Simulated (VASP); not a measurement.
# Na (P6_3/mmc) in VASP: a series of runs, part 2 of 2

VASP 6.6.1.

**3. Single point, LDA (volume scaled by 0.96)**

File INCAR:

```
PREC = Accurate
ENCUT = 520
EDIFF = 1E-6
ISMEAR = -1
SIGMA = 0.05
LREAL = F
LASPH = T
NELM = 60
ALGO = Normal
ISIF = 2
LWAVE = F
LCHARG = F
NBANDS = 14
```

File KPOINTS:

```
regular mesh
0
Gamma
  11 11 6
```

File POSCAR:

```
Na
1.0
    3.7160893377      0.0000000000      0.0000000000
   -1.8580446689      3.2182277692      0.0000000000
    0.0000000000      0.0000000000      6.0708276422
Na
2
Direct
    0.3333333333      0.6666666667      0.2500000000
    0.6666666667      0.3333333333      0.7500000000
```

Potentials or basis: VASP PAW LDA potentials, release 64 (Na_pv).

Run with:

```console
> cat potpaw_LDA.64/Na_pv/POTCAR > POTCAR
> mpirun -np 1 vasp_std > vasp.out
```

OUTCAR:

```text
PREC = Accurate
   ENCUT = 520
   EDIFF = 1E-6
   ISMEAR = -1
   LREAL = F
   LASPH = T
   NELM = 60
   ISIF = 2

 ion  position               nearest neighbor table
   1  0.333  0.667  0.250-
   2  0.667  0.333  0.750-

  LATTYP: Found a hexagonal cell.
 ALAT       =     3.7160893377
 C/A-ratio  =     1.6336603054

  Lattice vectors:

 A1 = (   3.7160893377,   0.0000000000,   0.0000000000)
 A2 = (  -1.8580446689,   3.2182277692,   0.0000000000)
 A3 = (   0.0000000000,   0.0000000000,   6.0708276422)

Analysis of symmetry for initial positions (statically):
=====================================================================
 Subroutine PRICEL returns:
 Original cell was already a primitive cell.

 Routine SETGRP: Setting up the symmetry group for a
 hexagonal supercell.

 Subroutine GETGRP returns: Found 24 space group operations
 (whereof 12 operations were pure point group operations)
 out of a pool of 24 trial point group operations.

The static configuration has the point symmetry D_3d.
 The point group associated with its full space group is D_6h.

Analysis of symmetry for dynamics (positions and initial velocities):
[... 166 lines left out ...]

 k-point     1 :       0.0000    0.0000    0.0000
  band No.  band energies     occupation
      1     -24.7428      2.00000
      2     -24.7104      2.00000
      3     -24.7104      2.00000
      4     -24.7051      2.00000
      5     -24.7051      2.00000
      6     -24.7043      2.00000
      7      -3.1094      2.00000
      8       0.7990      0.00003
      9       1.1511      0.00000
     10      10.2853      0.00000
     11      10.2853      0.00000
     12      10.6060      0.00000
     13      10.6060      0.00000
     14      10.8196      0.00000
[... 377 lines left out ...]
      1     -24.7353      2.00000
      2     -24.7221      2.00000
      3     -24.7206      2.00000
      4     -24.7141      2.00000
      5     -24.7088      2.00000
      6     -24.7077      2.00000
      7      -2.1312      2.00000
      8       0.5585      0.00335
      9       3.1684      0.00000
     10       5.5878      0.00000
     11       6.7940      0.00000
     12       8.1315      0.00000
     13       9.2392      0.00000
     14      10.2271      0.00000

 [... further k-points ...]
[... 5 lines left out ...]
  --------------------------------------------------------------------------------------
  -------------------------------------------------------------------------------------
  Total       -0.3182782     -0.3182782     -0.1857585      0.0000000     -0.0000000      0.0000000
  in kB       -7.0237114     -7.0237114     -4.0992873      0.0000000     -0.0000000      0.0000000
  external PRESSURE =      -6.0489034 kB  Pullay stress =       0.0000000 kB

 VOLUME and BASIS-vectors are now :
 -----------------------------------------------------------------------------
  energy-cutoff  :      520.00
  volume of cell :       72.60
      direct lattice vectors                 reciprocal lattice vectors
     3.716089338  0.000000000  0.000000000     0.269100097  0.155365013  0.000000000
    -1.858044669  3.218227769  0.000000000     0.000000000  0.310730026  0.000000000
     0.000000000  0.000000000  6.070827642     0.000000000  0.000000000  0.164722186

 POSITION                                       TOTAL-FORCE (eV/Angst)
 -----------------------------------------------------------------------------------
     -0.00000      2.14549      1.51771         0.000000      0.000000      0.000000
      1.85804      1.07274      4.55312        -0.000000      0.000000      0.000000
 -----------------------------------------------------------------------------------
    total drift:                                0.000000     -0.000000      0.000000

  FREE ENERGIE OF THE ION-ELECTRON SYSTEM (eV)
  ---------------------------------------------------
  free  energy   TOTEN  =        -2.8950949921 eV

  energy  without entropy=       -2.8842052943  energy(sigma->0) =       -2.88965014
```

OSZICAR:

```text
N       E                     dE             d eps       ncg     rms          rms(c)
DAV:   1     0.100339906441E+03    0.10034E+03   -0.76030E+03  1800   0.951E+02
DAV:   2     0.876473815357E+00   -0.99463E+02   -0.98168E+02  1870   0.274E+02
DAV:   3    -0.284611556172E+01   -0.37226E+01   -0.37178E+01  2260   0.606E+01
DAV:   4    -0.289723120730E+01   -0.51116E-01   -0.51114E-01  2056   0.761E+00
DAV:   5    -0.289836170621E+01   -0.11305E-02   -0.11305E-02  2248   0.114E+00    0.277E-01
DAV:   6    -0.289627704331E+01    0.20847E-02   -0.14287E-03  2218   0.517E-01    0.182E-01
DAV:   7    -0.289512418747E+01    0.11529E-02   -0.20406E-03  2220   0.523E-01    0.300E-02
DAV:   8    -0.289509456958E+01    0.29618E-04   -0.23376E-04  2284   0.258E-01    0.454E-03
DAV:   9    -0.289509499207E+01   -0.42249E-06   -0.48338E-06  2014   0.337E-02
   1 F= -.28950950E+01 E0= -.28896501E+01  d E =-.108897E-01
```

stdout:

```text
POSCAR found type information on POSCAR Na
 POSCAR found :  1 types and       2 ions
 scaLAPACK will be used
 LDA part: xc-table for (Slater(with rela. corr.)+CA(PZ))
 , standard interpolation
 POSCAR, INCAR and KPOINTS ok, starting setup
 FFT: planning ... GRIDC
 FFT: planning ... GRID_SOFT
 FFT: planning ... GRID
 WAVECAR not read
 entering main loop
```

It took 16 s on 1 thread of Intel Xeon Platinum 8559C (Emerald Rapids), shared host; peak memory 0.18 GiB.

What came out:

```
Free energy            : -2.8951 eV
Pressure               : -0.6 GPa
Band gap on the k mesh : zero (band 7 reaches 2.03 eV, above the bottom of band 8 at -2.06 eV)
```

Levels at points of the mesh, in eV from the Fermi level:
| k point | band 5 | band 6 | band 7 | band 8 | band 9 | band 10 |
| --- | --- | --- | --- | --- | --- | --- |
| (0.00, 0.00, 0.00) | -24.94 | -24.94 | -3.35 | 0.56 | 0.91 | 10.05 |
| (0.00, 0.00, 0.50) | -24.95 | -24.95 | -2.30 | -2.30 | 5.55 | 5.55 |
